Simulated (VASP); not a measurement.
# Cu (Fm-3m) in VASP: a series of runs

Runs on Cu. Level: r2SCAN. Tasks: single point, relaxation of cell and atoms.

Everything below comes from runs of VASP 6.6.1. Logs are shortened: lines on timing, memory, paths and dates and some standing lists are left out, and cuts for length are marked.

### Step 1. The cell of the first run

It takes space group Fm-3m (No. 225, cubic). The conventional cell has a = 3.576 Å, b = 3.576 Å, c = 3.576 Å, α = 90.00°, β = 90.00°, γ = 90.00°. Within 3.3 Å of Cu (site symmetry m-3m) lie 12 Cu at 2.53 Å.

### Step 2. Single point, r2SCAN

Input file POSCAR:

```
Cu
1.0
    0.0000000000      1.7881601367      1.7881601367
    1.7881601367      0.0000000000      1.7881601367
    1.7881601367      1.7881601367      0.0000000000
Cu
1
Direct
    0.0000000000      0.0000000000      0.0000000000
```

Input file INCAR.step1:

```
SYSTEM = Cu
  PREC = Accurate
  ENCUT = 520
  ISMEAR = -1
  SIGMA = 0.05
  LREAL = .False.
  LASPH = .True.
  NELM = 60
  NBANDS = 12
  GGA = PE
  ALGO = Normal
  EDIFF = 1E-4
  LWAVE = .True.
  LCHARG = .False.
```

Input file INCAR.step2:

```
SYSTEM = Cu
  PREC = Accurate
  ENCUT = 520
  EDIFF = 1E-6
  ISMEAR = -1
  SIGMA = 0.05
  LREAL = .False.
  LASPH = .True.
  NELM = 60
  ALGO = Normal
  ISIF = 2
  LWAVE = .False.
  LCHARG = .True.
  METAGGA = R2SCAN
  LMIXTAU = .True.
  LELF = .True.
  LVHAR = .True.
  NBANDS = 12
  ISTART = 1
```

Input file KPOINTS:

```
regular mesh
0
Gamma
  21 21 21
  0 0 0
```

Potentials or basis: VASP PAW PBE potentials, release 64 (Cu).

Run with:

```bash
$ cat potpaw_PBE.64/Cu/POTCAR > POTCAR
$ cp INCAR.step1 INCAR
$ mpirun -np 1 vasp_std > vasp.out
$ cp INCAR.step2 INCAR
$ mpirun -np 1 vasp_std > vasp.out
```

OUTCAR:

```text
SYSTEM = Cu
   PREC = Accurate
   ENCUT = 520
   EDIFF = 1E-6
   ISMEAR = -1
   LREAL = .False.
   LASPH = .True.
   NELM = 60
   ISIF = 2
   METAGGA = R2SCAN
   ISTART = 1

 ion  position               nearest neighbor table
   1  0.000  0.000  0.000-

  LATTYP: Found a face centered cubic cell.
 ALAT       =     3.5763202734

  Lattice vectors:

 A1 = (   0.0000000000,   1.7881601367,   1.7881601367)
 A2 = (   1.7881601367,   0.0000000000,   1.7881601367)
 A3 = (   1.7881601367,   1.7881601367,   0.0000000000)

Analysis of symmetry for initial positions (statically):
=====================================================================
 Subroutine PRICEL returns:
 Original cell was already a primitive cell.

 Routine SETGRP: Setting up the symmetry group for a
 face centered cubic supercell.

 Subroutine GETGRP returns: Found 48 space group operations
 (whereof 48 operations were pure point group operations)
 out of a pool of 48 trial point group operations.

The static configuration has the point symmetry O_h .

Analysis of symmetry for dynamics (positions and initial velocities):
=====================================================================
 Subroutine PRICEL returns:
 Original cell was already a primitive cell.

 Routine SETGRP: Setting up the symmetry group for a
 face centered cubic supercell.

 Subroutine GETGRP returns: Found 48 space group operations
 (whereof 48 operations were pure point group operations)
 out of a pool of 48 trial point group operations.

The dynamic configuration has the point symmetry O_h .

 Subroutine INISYM returns: Found 48 space group operations
 (whereof 48 operations are pure point group operations),
 and found     1 'primitive' translations

----------------------------------------------------------------------------------------

                                     Primitive cell

  volume of cell :      11.4353

  direct lattice vectors                    reciprocal lattice vectors
     0.000000000  1.788160137  1.788160137    -0.279617015  0.279617015  0.279617015
     1.788160137  0.000000000  1.788160137     0.279617015 -0.279617015  0.279617015
     1.788160137  1.788160137  0.000000000     0.279617015  0.279617015 -0.279617015

  length of vectors
     2.528840317  2.528840317  2.528840317     0.484310877  0.484310877  0.484310877

  position of ions in fractional coordinates (direct lattice)
     0.000000000  0.000000000  0.000000000

  ion indices of the primitive-cell ions
   primitive index   ion index
                 1           1

----------------------------------------------------------------------------------------

 KPOINTS: regular mesh

Automatic generation of k-mesh.
 Grid dimensions read from file:
 generate k-points for:   21   21   21

 Generating k-lattice:

  Cartesian coordinates                     Fractional coordinates (reciprocal lattice)
    -0.013315096  0.013315096  0.013315096     0.047619048  0.000000000  0.000000000
     0.013315096 -0.013315096  0.013315096     0.000000000  0.047619048  0.000000000
     0.013315096  0.013315096 -0.013315096     0.000000000  0.000000000  0.047619048

  Length of vectors
     0.023062423  0.023062423  0.023062423

  Shift w.r.t. Gamma in fractional coordinates (k-lattice)
     0.000000000  0.000000000  0.000000000

 Subroutine IBZKPT returns following result:
 ===========================================

 Found    286 irreducible k-points:

 Following reciprocal coordinates:
            Coordinates               Weight
  0.000000  0.000000  0.000000      1.000000
  0.047619  0.000000  0.000000      8.000000
  0.095238  0.000000  0.000000      8.000000
  0.142857  0.000000  0.000000      8.000000
  0.190476  0.000000  0.000000      8.000000
  0.238095  0.000000  0.000000      8.000000
[... 16 lines left out ...]
 -0.428571  0.047619  0.000000     24.000000
 -0.380952  0.047619  0.000000     24.000000
 [... further k-points ...]
   k-points           NKPTS =    286   k-points in BZ     NKDIM =    286   number of bands    NBANDS=     12
   number of dos      NEDOS =    301   number of ions     NIONS =      1
   total plane-waves  NPLWV =   8000
   dimension x,y,z NGX =    20 NGY =   20 NGZ =   20
   dimension x,y,z NGXF=    40 NGYF=   40 NGZF=   40
   ions per type =               1
   NGX,Y,Z   is equivalent  to a cutoff of  13.15, 13.15, 13.15 a.u.
   NGXF,Y,Z  is equivalent  to a cutoff of  26.30, 26.30, 26.30 a.u.
 SYSTEM =  Cu
   PREC   = accura    normal or accurate (medium, high low for compatibility)
   ISTART =      1    job   : 0-new  1-cont  2-samecut
   ICHARG =      0    charge: 1-file 2-atom 10-const
   ISPIN  =      1    spin polarized calculation?
   LNONCOLLINEAR =      F non collinear calculations
   LSORBIT =      F    spin-orbit coupling
   LASPH  =      T    aspherical Exc in radial PAW
   ENCUT  =  520.0 eV  38.22 Ry    6.18 a.u.   4.70  4.70  4.70*2*pi/ulx,y,z
   NELM   =     60;   NELMIN=  2; NELMDL=  0     # of ELM steps
   EDIFF  = 0.1E-05   stopping-criterion for ELM
   LREAL  =      F    real-space projection
   EDIFFG = 0.1E-04   stopping-criterion for IOM
   NSW    =      0    number of steps for IOM
   IBRION =     -1    ionic relax: 0-MD 1-quasi-New 2-CG
   NFREE  =      0    steps in history (QN), initial steepest desc. (CG)
   ISIF   =      2    stress and relaxation
   ISYM   =      2    0-nonsym 1-usesym 2-fastsym
   POTIM  = 0.5000    time-step for ionic-motion
   TEBEG  =    0.0;   TEEND  =   0.0 temperature during run
   PSTRESS=    0.0 pullay stress
   NELECT =      11.0000    total number of electrons
   NUPDOWN=      -1.0000    fix difference up-down
   EMIN   =  10.00;   EMAX   =-10.00  energy-range for DOS
   EFERMI =   0.00;   METHOD = LEGACY
   ISMEAR =    -1;   SIGMA  =   0.05  broadening in eV -4-tet -1-fermi 0-gaus
   EFERMI_NEDOS =   21; number of points for ismear=-14 and -15
   IALGO  =     38    algorithm
   IMIX   =      4    mixing-type and parameters
     AMIX     =   0.40;   BMIX     =  1.00
     AMIX_MAG =   1.60;   BMIX_MAG =  1.00
  volume/ion in A,a.u.               =      11.44        77.17
  Fermi-wavevector in a.u.,A,eV,Ry     =   1.616054  3.053900 35.533410  2.611632
  Thomas-Fermi vector in A             =   2.710703
   LORBIT       =      0    0 simple, 1 ext, 2 COOP (PROOUT), +10 PAW based schemes
   METAGGA = R2SCAN    functional components
   LHFCALC =     F    Hartree Fock is set to
   AEXX    =    0.0000 exact exchange contribution
   IVDW    =     0    specifies the selected vdW correction
   LEPSILON=     F    determine dielectric tensor
   LRPA    =     F    only Hartree local field effects (RPA)
 non-spin polarized calculation
  energy-cutoff  :      520.00
  volume of cell :       11.44
 maximum number of plane-waves:       331
   NGX =  9   NGY =  9   NGZ =  9

 number of electron      11.0000012 magnetization

 Free energy of the ion-electron system (eV)
  ---------------------------------------------------
  ext. energy  EPLUGINS =         0.00000000
  ---------------------------------------------------
  free energy    TOTEN  =       -10.82623565 eV

  energy without entropy =      -10.82328088  energy(sigma->0) =      -10.82475827

 E-fermi :   7.8444     XC(G=0): -13.9646

 val. band max:        7.8337954729   @ k =  -0.3333   0.1905   0.0000
 cond. band min:       7.8511169316   @ k =  -0.3333   0.1905   0.0476
 fundamental gap:      0.0173214587
 Fermi energy:         7.8443617728

 k-point     1 :       0.0000    0.0000    0.0000
  band No.  band energies     occupation
      1      -2.1263      2.00000
      2       4.5564      2.00000
      3       4.5565      2.00000
      4       4.5565      2.00000
      5       5.4144      2.00000
      6       5.4144      2.00000
      7      31.4514      0.00000
      8      34.7427      0.00000
      9      34.7427      0.00000
     10      34.7430      0.00000
     11      37.1577      0.00000
     12      37.1578      0.00000

 k-point     2 :       0.0476    0.0000    0.0000
  band No.  band energies     occupation
      1      -2.0383      2.00000
      2       4.5370      2.00000
      3       4.5733      2.00000
      4       4.5734      2.00000
      5       5.4075      2.00000
      6       5.4075      2.00000
      7      31.0421      0.00000
      8      33.4220      0.00000
      9      34.4260      0.00000
     10      34.4263      0.00000
     11      37.5959      0.00000
     12      37.5959      0.00000

 k-point     3 :       0.0952    0.0000    0.0000
  band No.  band energies     occupation
      1      -1.7765      2.00000
      2       4.4826      2.00000
      3       4.6191      2.00000
      4       4.6192      2.00000
      5       5.3916      2.00000
      6       5.3916      2.00000
      7      29.2770      0.00000
      8      32.4971      0.00000
      9      33.8176      0.00000
     10      33.8178      0.00000
     11      38.5382      0.00000
     12      38.5382      0.00000
[... 286 lines left out ...]
 k-point    23 :      -0.4286    0.0476    0.0000
  band No.  band energies     occupation
      1       2.3543      2.00000
      2       4.4970      2.00000
      3       4.5466      2.00000
      4       5.5542      2.00000
      5       5.9600      2.00000
      6       6.6606      2.00000
      7      12.8015      0.00000
      8      29.0185      0.00000
      9      30.7940      0.00000
     10      31.4814      0.00000
     11      34.7154      0.00000
     12      35.8470      0.00000

 k-point    24 :      -0.3810    0.0476    0.0000
  band No.  band energies     occupation
      1       2.1450      2.00000
      2       4.5391      2.00000
      3       4.5809      2.00000
      4       5.1058      2.00000
      5       5.8514      2.00000
      6       6.2155      2.00000
      7      14.3953      0.00000
      8      28.9277      0.00000
      9      31.0446      0.00000
     10      32.1654      0.00000
     11      34.6424      0.00000
     12      36.2872      0.00000

 [... further k-points ...]

------------------------ aborting loop because EDIFF is reached ----------------------------------------

  FORCE on cell =-STRESS in cart. coord.  units (eV):
  Direction    XX          YY          ZZ          XY          YZ          ZX
  --------------------------------------------------------------------------------------
  -------------------------------------------------------------------------------------
  Total        0.0326901      0.0326901      0.0326901     -0.0000000      0.0000000      0.0000000
  in kB        4.5801327      4.5801327      4.5801327     -0.0000000      0.0000000      0.0000000
  external PRESSURE =       4.5801327 kB  Pullay stress =       0.0000000 kB

 VOLUME and BASIS-vectors are now :
 -----------------------------------------------------------------------------
  energy-cutoff  :      520.00
  volume of cell :       11.44
      direct lattice vectors                 reciprocal lattice vectors
     0.000000000  1.788160137  1.788160137    -0.279617015  0.279617015  0.279617015
     1.788160137  0.000000000  1.788160137     0.279617015 -0.279617015  0.279617015
     1.788160137  1.788160137  0.000000000     0.279617015  0.279617015 -0.279617015

 POSITION                                       TOTAL-FORCE (eV/Angst)
 -----------------------------------------------------------------------------------
      0.00000      0.00000      0.00000         0.000000      0.000000      0.000000
 -----------------------------------------------------------------------------------
    total drift:                                0.000000      0.000000      0.000000

  FREE ENERGIE OF THE ION-ELECTRON SYSTEM (eV)
  ---------------------------------------------------
  free  energy   TOTEN  =       -10.8262356546 eV

  energy  without entropy=      -10.8232808805  energy(sigma->0) =      -10.82475827
```

Run time: 67 s. Hardware: 1 thread of Intel Xeon 6975P-C (Granite Rapids), shared host; peak memory 0.15 GiB.

What came out:

| Property | Result |
| --- | --- |
| Free energy | -10.8262 eV |
| Pressure | 0.5 GPa |
| Band gap on the k mesh | zero (an odd number of electrons rules out a gap without spin polarisation) |

Caveat: the PAW data sets were made with another functional, which shifts forces and pressure a little.

### Step 3. Single point, r2SCAN

This run uses another cell than the first one: it holds 2 atoms, not 1.

Input file POSCAR:

```
Cu
1.0
    1.7881601367      1.7881601367      0.0000000000
   -1.7881601367      1.7881601367      0.0000000000
    0.0000000000      0.0000000000      3.5763202734
Cu
2
Direct
    0.0000000000      0.0000000000      0.0000000000
    0.5000000000      0.5000000000      0.5000000000
```

Input file INCAR.step1:

```
SYSTEM = Cu
PREC     = Accurate       ! precision mode
ENCUT    = 520            ! plane-wave cutoff, eV
ISMEAR   = -1             ! smearing method
SIGMA    = 0.05           ! smearing width, eV
LREAL    = .FALSE.        ! projectors in reciprocal space
LASPH    = .TRUE.         ! aspherical terms in the spheres
NELM     = 60             ! most SCF steps
NBANDS   = 18             ! bands
GGA      = PE             ! functional
ALGO     = Normal         ! electronic algorithm
EDIFF    = 1E-4           ! SCF threshold, eV
LWAVE    = .TRUE.         ! write WAVECAR
LCHARG   = .FALSE.        ! write CHGCAR
```

Input file INCAR.step2:

```
SYSTEM = Cu
PREC     = Accurate       ! precision mode
ENCUT    = 520            ! plane-wave cutoff, eV
EDIFF    = 1E-6           ! SCF threshold, eV
ISMEAR   = -1             ! smearing method
SIGMA    = 0.05           ! smearing width, eV
LREAL    = .FALSE.        ! projectors in reciprocal space
LASPH    = .TRUE.         ! aspherical terms in the spheres
NELM     = 60             ! most SCF steps
ALGO     = Normal         ! electronic algorithm
ISIF     = 2              ! what is computed and relaxed
LWAVE    = .FALSE.        ! write WAVECAR
LCHARG   = .FALSE.        ! write CHGCAR
METAGGA  = R2SCAN         ! meta-GGA
LMIXTAU  = .TRUE.       
NBANDS   = 18             ! bands
ISTART   = 1
```

Input file KPOINTS:

```
regular mesh
0
G
  14 14 10
  0 0 0
```

Potentials or basis: VASP PAW PBE potentials, release 64 (Cu).

Run with:

```bash
$ cat potpaw_PBE.64/Cu/POTCAR > POTCAR
$ cp INCAR.step1 INCAR
$ mpirun -np 1 vasp_std > vasp.out
$ cp INCAR.step2 INCAR
$ mpirun -np 1 vasp_std > vasp.out
```

Run time: 2 min. Hardware: 1 thread of Intel Xeon 6975P-C (Granite Rapids), shared host; peak memory 0.18 GiB.

Results (log left out):

- Free energy: -21.6552 eV
- Pressure: 0.6 GPa
- Band gap on the k mesh: zero (bands 11 and 12 overlap by 8.69 eV)

Levels at points of the mesh, in eV from the Fermi level:
| k point | band 8 | band 9 | band 10 | band 11 | band 12 | band 13 | band 14 | band 15 |
| --- | --- | --- | --- | --- | --- | --- | --- | --- |
| (0.00, 0.00, 0.00) | -2.39 | -1.81 | -1.62 | -1.62 | 1.55 | 7.65 | 14.01 | 14.01 |
| (0.50, 0.00, 0.00) | -2.74 | -2.38 | -2.38 | -0.34 | -0.34 | 10.30 | 10.30 | 11.70 |
| (0.50, 0.50, 0.00) | -1.62 | -1.62 | -1.62 | 1.55 | 1.55 | 7.65 | 7.65 | 14.01 |
| (0.00, 0.00, 0.50) | -2.55 | -2.55 | -2.55 | -2.11 | -2.11 | 18.27 | 18.27 | 18.27 |
| (0.50, 0.00, 0.50) | -1.78 | -1.78 | -1.78 | -1.16 | -1.16 | 4.13 | 4.13 | 22.13 |
| (0.50, 0.50, 0.50) | -2.44 | -1.62 | -1.62 | 6.59 | 6.59 | 6.59 | 6.59 | 8.73 |

Caveat: the PAW data sets were made with another functional, which shifts forces and pressure a little.

[end of part 1 of 2]

The gap in the log of VASP goes by the Fermi energy; the results here count the filled bands.